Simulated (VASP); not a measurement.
## InP: relaxation of cell and atoms with PBEsol

InP:

```
In P
1.0
     0.00000    2.93930    2.93930
     2.93930    0.00000    2.93930
     2.93930    2.93930    0.00000
In P
1 1
Direct
  0.00000 0.00000 0.00000
  0.75000 0.75000 0.75000
```

```json
{
 "Program": "VASP 6.6.1",
 "Task": "relaxation of cell and atoms",
 "Functional": "PBEsol",
 "Potentials or basis": "VASP PAW PBE potentials, release 64 (In_d, P)",
 "Cutoff": "600 eV",
 "k mesh": "6 × 6 × 6",
 "Occupations": "gaussian, width 0.01 eV",
 "Spin": "no spin polarisation",
 "Target pressure": "15 GPa",
 "Dipole correction": "no",
 "Further INCAR settings": "ALGO = Normal; EDIFF = 1e-06; IBRION = 2; EDIFFG = -0.002; NSW = 100; ISIF = 3"
}
```

- Relaxed volume: 21.71 Å³/atom
- Relaxed cell: a = 3.945 Å, b = 3.945 Å, c = 3.945 Å, α = 60.00°, β = 60.00°, γ = 60.00°
- Space group after relaxing (to 0.05 Å): F-43m (No. 216)
- Energy change on relaxing (the enthalpy is what falls): +149.5 meV/atom
- Ionic steps: 9
- Pressure after relaxing: 15.0 GPa
- Band gap on the k mesh: 1.34 eV, indirect (least direct gap 1.38 eV)

Step by step:
| step | energy change (eV) | largest force (eV/Å) | pressure (GPa) | volume (Å³) |
| --- | --- | --- | --- | --- |
| 1 | 0.0000 | 0.0000 | 0.00 | 50.79 |
| 2 | 1.9296 | 0.0000 | 55.20 | 35.24 |
| 3 | 0.2667 | 0.0000 | 14.00 | 43.77 |
| 4 | 0.2913 | 0.0000 | 14.74 | 43.50 |
| 5 | 0.3042 | 0.0000 | 15.17 | 43.36 |
| 6 | 0.2923 | 0.0000 | 14.81 | 43.49 |
| 7 | 0.2994 | 0.0000 | 15.02 | 43.41 |
| 8 | 0.2987 | 0.0000 | 14.98 | 43.42 |
| 9 | 0.2991 | 0.0000 | 15.01 | 43.42 |

Final structure:
```
In P
1.0
     0.00000    2.78958    2.78958
     2.78958    0.00000    2.78958
     2.78958    2.78958    0.00000
In P
1 1
Direct
  0.00000 0.00000 0.00000
  0.75000 0.75000 0.75000
```

Levels at points of the mesh, in eV from the valence-band top:
```
           k point  band 5  band 6  band 7  band 8  band 9  band 10  band 11  band 12  band 13
(0.00, 0.00, 0.00)  -14.33  -12.69    0.00    0.00    0.00     1.38     3.95     3.95     3.95
(0.50, 0.00, 0.00)  -14.31  -10.38   -6.70   -1.23   -1.23     1.73     4.69     4.69     7.13
(0.50, 0.50, 0.00)  -14.27   -9.55   -6.54   -2.92   -2.92     1.34     2.07    10.08    10.50
```

It took 62 s on 1 thread of Intel Xeon 6975P-C, with other jobs on the host, peak memory 0.22 GiB.

Caveat: the cell is relaxed towards a set pressure, so the enthalpy falls and the energy may rise; the PAW data sets were made with another functional, which shifts forces and pressure a little; spin-orbit coupling is left out, which moves the levels of the heavy elements. A hybrid or GW would open this gap; PBEsol tends to underestimate it.
